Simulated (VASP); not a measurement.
SnO2, 6 atoms in the cell. The structure is tetragonal, space group P4_2/mnm (No. 136). The conventional cell has a = 4.799 Å, b = 4.799 Å, c = 3.212 Å, α = 90.00°, β = 90.00°, γ = 90.00°. Within 2.7 Å of Sn (site symmetry mmm) lie 6 O at 2.08 Å. O (site symmetry m2m) has 3 Sn at 2.08 Å and 1 O at 2.63 Å within 2.7 Å. 

- Program: VASP 6.6.1
- Task: single point
- Functional: r2SCAN
- Potentials or basis: VASP PAW PBE potentials, release 64 (Sn_d, O)
- Cutoff: 520 eV
- k mesh: 6 × 6 × 10
- Occupations: gaussian, width 0.05 eV
- Spin: no spin polarisation
- Dipole correction: no
- Further INCAR settings: ALGO = Normal; EDIFF = 1e-07; NBANDS = 35

Potentials or basis: VASP PAW PBE potentials, release 64 (Sn_d, O).

The run is started by

```sh
$ cat potpaw_PBE.64/Sn_d/POTCAR potpaw_PBE.64/O/POTCAR > POTCAR
$ cp INCAR.step1 INCAR
$ mpirun -np 1 vasp_std > vasp.out
$ cp INCAR.step2 INCAR
$ mpirun -np 1 vasp_std > vasp.out
```

Hardware: 1 thread of Intel(R) Xeon(R) Platinum 8259CL CPU @ 2.50GHz (Skylake/Cascade Lake), on a shared host.

Task: Estimate the wall time of this run.

Result: Wall time 5.8 min on 1 thread of Intel(R) Xeon(R) Platinum 8259CL CPU @ 2.50GHz (Skylake/Cascade Lake), with other jobs on the host, peak memory 0.26 GiB. Counts: k points 60.
